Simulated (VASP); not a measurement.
Set up this calculation in VASP 6.6.1, as the native input.

| Quantity | Value |
| --- | --- |
| Task | single point |
| Functional | PBEsol |
| Dispersion | D3(BJ) |
| Potentials or basis | VASP PAW PBE potentials, release 64 (C) |
| Cutoff | 520 eV |
| k mesh | 21 × 21 × 8 |
| Occupations | gaussian, width 0.15 eV |
| Spin | no spin polarisation |
| Dipole correction | no |
| Further INCAR settings | ALGO = Normal; EDIFF = 1e-06; NBANDS = 16 |

The structure of C lies in POSCAR:

```
C
1.0
    2.4767013707      0.0000000000      0.0000000000
   -1.2383506854      2.1448863046      0.0000000000
    0.0000000000      0.0000000000      6.7918581689
C
4
Direct
    0.0000000000      0.0000000000      0.0025000000
    0.0000000000      0.0000000000      0.5025000000
    0.3333333333      0.6666666667      0.0025000000
    0.6666666667      0.3333333333      0.5025000000
```

This cell differs from its parent crystal: volume 9.020 Å^3 an atom, c/a of the conventional cell 2.7423.

These files were run (other wordings do the same):

INCAR

```
SYSTEM = C
ALGO = Normal ; EDIFF = 1E-6
ENCUT = 520 ; GGA = PS
ISIF = 2 ; ISMEAR = 0
IVDW = 12 ; LASPH = .TRUE.
LCHARG = .FALSE. ; LREAL = .FALSE.
LWAVE = .FALSE. ; NBANDS = 16
NELM = 80 ; PREC = Accurate
SIGMA = 0.15
```

KPOINTS

```
k-points
0
G
  21 21 8
  0 0 0
```

Potentials or basis: VASP PAW PBE potentials, release 64 (C).

Launch:

```bash
$ cat potpaw_PBE.64/C/POTCAR > POTCAR
$ mpirun -np 1 vasp_std > vasp.out
```

Results of the run:

```json
{"Pressure": "-5.9 GPa", "Band gap on the k mesh": "zero (band 8 reaches 4.41 eV, above the bottom of band 9 at 4.39 eV)", "Dispersion energy per atom": "-0.109 eV"}
```

Caveat: the PAW data sets were made with another functional, which shifts forces and pressure a little.

Run time: 43 s on 1 thread of Intel(R) Xeon(R) 6975P-C (Granite Rapids), on a shared host, peak memory 0.22 GiB.
